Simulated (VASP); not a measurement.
Here is a VASP 6.6.1 calculation.

Contents of INCAR:

```
ALGO = Normal
EDIFF = 1E-6
ENCUT = 520
GGA = PE
ISIF = 2
ISMEAR = -1
LASPH = True
LCHARG = True
LELF = True
LREAL = False
LVHAR = True
LWAVE = False
NBANDS = 15
NELM = 80
PREC = Accurate
SIGMA = 0.02
```

File KPOINTS:

```
k-points
0
Gamma
  10 10 10
```

POSCAR

```
CaO
1.0
    0.0753782745      2.4010018847      2.4010018847
    2.4010018847      0.0753782745      2.4010018847
    2.4010018847      2.4010018847      0.0753782745
Ca O
1 1
Direct
    0.0000000000      0.0000000000      0.0000000000
    0.5000000000      0.5000000000      0.5000000000
```

Potentials or basis: VASP PAW PBE potentials, release 64 (Ca_sv, O).

Launch:

```console
$ cat potpaw_PBE.64/Ca_sv/POTCAR potpaw_PBE.64/O/POTCAR > POTCAR
$ mpirun -np 1 vasp_std > vasp.out
```

What does it give for the band gap on the k mesh?

3.54 eV, indirect (least direct gap 3.89 eV).

Estimate the pressure.

8.7 GPa.

Stress tensor (GPa, compression positive):
```
 8.67 -2.63 -2.63
-2.63  8.67 -2.63
-2.63 -2.63  8.67
```

Caveat: the cell differs from its parent crystal (epitaxial 111 strain -3.0%). A k mesh can miss the band edges.
